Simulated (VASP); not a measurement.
Crystal: Ta2SiOF2.

```
CELL_PARAMETERS angstrom
2.44067 -4.06324 0.00000
2.44067 4.06324 0.00000
0.00000 0.00000 3.93175
ATOMIC_POSITIONS crystal
Ta 0.50000 0.00000 0.50000
Ta 0.00000 0.50000 0.50000
Si 0.50000 0.50000 0.50000
O 0.00000 0.00000 0.00000
F 0.66418 0.33582 0.00000
F 0.33582 0.66418 0.00000
```

The cell was generated, and may not be a known phase.

| Property | Result |
| --- | --- |
| Program | VASP 6.6.1 |
| Task | relaxation of cell and atoms |
| Functional | PBE |
| Potentials or basis | VASP PAW PBE potentials, release 64 (Ta_pv, Si, O, F) |
| Cutoff | 600 eV |
| k mesh | 4 × 4 × 4 |
| Occupations | gaussian, width 0.1 eV |
| Spin | no spin polarisation |

At the start: pressure 22.5 GPa; volume 13.00 Å³/atom.

Task: Where does the relaxation end?

Result: Over 17 steps the energy falls by 280.9 meV/atom and the volume is 14.97 Å³/atom (+15.2 %); space group Cmmm (No. 65, to 0.1 Å) before and after.

Step by step:
| step | energy change (eV) | largest force (eV/Å) | pressure (GPa) | volume (Å³) |
| --- | --- | --- | --- | --- |
| 1 | 0.0000 | 0.7642 | 22.52 | 77.98 |
| 2 | -0.7495 | 0.8628 | -10.77 | 100.08 |
| 3 | -1.1442 | 0.8497 | -1.28 | 90.98 |
| 4 | -1.2308 | 0.7785 | -0.66 | 90.21 |
| 5 | -1.3507 | 0.7049 | 1.25 | 88.06 |
| 6 | -1.3610 | 0.6728 | 2.18 | 87.06 |
| 7 | -1.4197 | 0.5630 | 1.50 | 87.51 |
| 8 | -1.4774 | 0.1548 | 0.00 | 88.55 |
| 9 | -1.5286 | 0.1399 | 0.18 | 88.73 |
| 10 | -1.5926 | 0.0145 | 1.13 | 89.14 |
| 11 | -1.6393 | 0.0966 | -0.07 | 90.10 |
| 12 | -1.6641 | 0.1857 | -1.60 | 91.44 |
| 13 | -1.6755 | 0.1847 | -0.11 | 90.27 |
| 14 | -1.6758 | 0.1841 | 0.18 | 90.05 |
| 15 | -1.6807 | 0.1431 | 0.18 | 89.99 |
| 16 | -1.6856 | 0.0457 | 0.17 | 89.86 |
| 17 | -1.6857 | 0.0350 | 0.17 | 89.84 |

Final structure:
```xyz
6
Lattice="2.6565 -4.4887 0.0000 2.6565 4.4887 0.0000 0.0000 0.0000 3.7673" Properties=species:S:1:pos:R:3 pbc="T T T"
Ta    1.3282   -2.2443    1.8837
Ta    1.3282    2.2443    1.8837
Si    2.6565    0.0000    1.8837
O     0.0000    0.0000    0.0000
F     2.6565   -2.0237    0.0000
F     2.6565    2.0237    0.0000
```

Caveat: the k points lie up to 0.42 Å⁻¹ apart in the final cell, too coarse for converged energies and pressures of a metal; the volume moved by over 15 % at a fixed basis, so the end points are rough.
